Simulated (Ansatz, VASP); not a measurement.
Al in VASP and in Ansatz

INCAR

```
SYSTEM = Al
ALGO = Normal ; EDIFF = 1E-6
ENCUT = 520 ; GGA = PS
ISIF = 2 ; ISMEAR = 0
LASPH = .TRUE. ; LCHARG = .FALSE.
LREAL = .FALSE. ; LWAVE = .FALSE.
NBANDS = 10 ; NELM = 60
PREC = Accurate ; SIGMA = 0.15
```

Contents of KPOINTS:

```
k-points
0
G
  18 18 10
  0 0 0
```

The input POSCAR:

```
Al
1.0
    2.8896000000      0.0000000000      0.0000000000
   -1.4448000000      2.5024670068      0.0000000000
    0.0000000000      0.0000000000      4.4157000000
Al
2
Direct
    0.6666666667      0.3333333333      0.7500000000
    0.3333333333      0.6666666667      0.2500000000
```

Input for Ansatz:

```yaml
crystal:
  lattice:
    - [2.8896, 0.0, 0.0]
    - [-1.4448, 2.5024670068, 0.0]
    - [0.0, 0.0, 4.4157]
  atoms:
    - { symbol: Al, position: [0.6666666667, 0.3333333333, 0.75] }
    - { symbol: Al, position: [0.3333333333, 0.6666666667, 0.25] }
basis:
  ecutwfc: 420
kpoints:
  mp_grid: { grid: [18, 18, 10] }
hamiltonian:
  xc: pbesol
  pseudopotentials: { kind: paw, azcp: { folder: soft_1 } }
scf:
  occupations: { method: gaussian, width: 0.15 }
output:
  forces: true
  stress: true
  eigenvalues: true
```

Alike in both runs: task single point; functional PBEsol; k mesh 18 × 18 × 10; occupations gaussian, width 0.15 eV; no spin polarisation.

```csv
,VASP,Ansatz
version,VASP 6.6.1,Ansatz 0.2.0
potentials or method,"VASP PAW PBE potentials, release 64 (Al), cutoff 520 eV","scalar-relativistic, plane waves, PAW"
valence electrons in the cell,6,6
```

Ansatz gave:

```
gap on the k mesh at the Fermi level (eV)                     : none
pressure (GPa)                                                : 2.2
traceless stress, the component that is largest in VASP (GPa) : 3.94
```

What did VASP give for the same quantities?

gap on the k mesh at the Fermi level (eV): none; pressure (GPa): 2.3; traceless stress, the component that is largest in VASP (GPa): 3.97.

VASP's potentials were made for PBE, not for PBEsol, and Ansatz warns of the same on its side. A gap of «none» marks a metal or a gap that the smearing closes.
